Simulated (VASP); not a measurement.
Set up this calculation in VASP 6.6.1, as the native input.

| Property | Result |
| --- | --- |
| Task | single point |
| Functional | PBE |
| Potentials or basis | VASP PAW PBE potentials, release 64 (Mg, O) |
| Cutoff | 600 eV |
| k mesh | 6 × 6 × 6 |
| Occupations | gaussian, width 0.01 eV |
| Spin | no spin polarisation |
| Hubbard terms | O p U = 6.8 eV |
| Dipole correction | no |
| Further INCAR settings | ALGO = Normal; EDIFF = 1e-06; NBANDS = 11 |

The structure of MgO lies in POSCAR:

```
MgO
1.0
    2.9380209034      0.0000000000      0.0000000000
   -1.4690104517      2.5444007392      0.0000000000
    0.0000000000      0.0000000000      2.6796800000
Mg O
1 1
Direct
    0.0000000000      0.0000000000      0.0000000000
    0.3333333333      0.6666666667      0.5000000000
```

The input as run:

INCAR

```
SYSTEM = MgO
ALGO = Normal
EDIFF = 1E-6
ENCUT = 600
GGA = PE
GGA_COMPAT = .FALSE.
ISIF = 2
ISMEAR = 0
LASPH = .TRUE.
LCHARG = .FALSE.
LDAU = .TRUE.
LDAUJ = 0 0
LDAUL = -1 1
LDAUPRINT = 1
LDAUTYPE = 2
LDAUU = 0 6.8
LREAL = .FALSE.
LWAVE = .FALSE.
NBANDS = 11
NELM = 200
PREC = Accurate
SIGMA = 0.01
```

KPOINTS

```
k-points
0
G
  6 6 6
  0 0 0
```

Potentials or basis: VASP PAW PBE potentials, release 64 (Mg, O).

The run is started by

```sh
$ cat potpaw_PBE.64/Mg/POTCAR potpaw_PBE.64/O/POTCAR > POTCAR
$ mpirun -np 1 vasp_std > vasp.out
```

It gave:

```json
{
  "Pressure": "-4.1 GPa",
  "Band gap on the k mesh": "3.33 eV (least direct gap 3.72 eV)"
}
```

Caveat: the cell stands under tension.

Run time: 5.2 s on 1 thread of Intel(R) Xeon(R) Platinum 8488C (Sapphire Rapids), with other jobs on the host, peak memory 0.14 GiB.
